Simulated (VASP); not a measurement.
Here is a VASP 6.6.1 calculation.

File INCAR:

```
SYSTEM = TiAl
PREC = Accurate
ENCUT = 600
EDIFF = 1E-6
ISMEAR = -1
SIGMA = 0.05
LREAL = .FALSE.
LASPH = .TRUE.
NELM = 80
ALGO = Normal
ISIF = 3
LWAVE = .FALSE.
LCHARG = .FALSE.
GGA = PE
IVDW = 12
IBRION = 2
NSW = 60
EDIFFG = -0.01
```

File KPOINTS:

```
Automatic mesh
0
G
  8 8 8
  0 0 0
```

The input POSCAR:

```
TiAl
1.0
    3.1790640000      0.0000000000      0.0000000000
    0.0000000000      3.1790640000      0.0000000000
    0.0000000000      0.0000000000      3.1790640000
Ti Al
1 1
Direct
    0.0000000000      0.0000000000      0.0000000000
    0.5000000000      0.5000000000      0.5000000000
```

Potentials or basis: VASP PAW PBE potentials, release 64 (Ti_sv, Al).

Run with:

```console
$ cat potpaw_PBE.64/Ti_sv/POTCAR potpaw_PBE.64/Al/POTCAR > POTCAR
$ mpirun -np 1 vasp_std > vasp.out
```

Q: What does it give for the dispersion energy per atom?

A: -0.506 eV.

Q: Estimate the space group after relaxing (to 0.05 Å).

A: Pm-3m (No. 221).

Final structure:
```xyz
2
Lattice="3.1395 0.0000 0.0000 0.0000 3.1395 0.0000 0.0000 0.0000 3.1395" Properties=species:S:1:pos:R:3 pbc="T T T"
Ti    0.0000    0.0000    0.0000
Al    1.5698    1.5698    1.5698
```
